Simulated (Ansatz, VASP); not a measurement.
Rh: VASP beside Ansatz

```xyz
1
Lattice="0.0000 1.9001 1.9001 1.9001 0.0000 1.9001 1.9001 1.9001 0.0000" Properties=species:S:1:pos:R:3 pbc="T T T"
Rh    0.0000    0.0000    0.0000
```

Alike in both runs: functional r2SCAN; k mesh 14 × 14 × 14; occupations fermi-dirac, width 0.05 eV; collinear spin.

Ansatz relaxed the structure, and its values are those at the end. VASP's run is a single point on that final structure, the one shown.

|  | VASP | Ansatz |
| --- | --- | --- |
| version | VASP 6.6.1 | Ansatz 0.2.0 |
| potentials or method | VASP PAW PBE potentials, release 64 (Rh_sv_GW), cutoff 580 eV | plane waves (500 eV) with PAW, scalar-relativistic |
| valence electrons in the cell | 17 | 17 |

|  | VASP | Ansatz | Ansatz less VASP |
| --- | --- | --- | --- |
| pressure (GPa) | -1.6 | 0.0 | +1.60 |
| net moment per atom (μB) | 0.00 | 0.00 | 0.000 |

VASP's potentials were made for PBE, not for r2SCAN. Ansatz's warnings: seeded moment not kept.
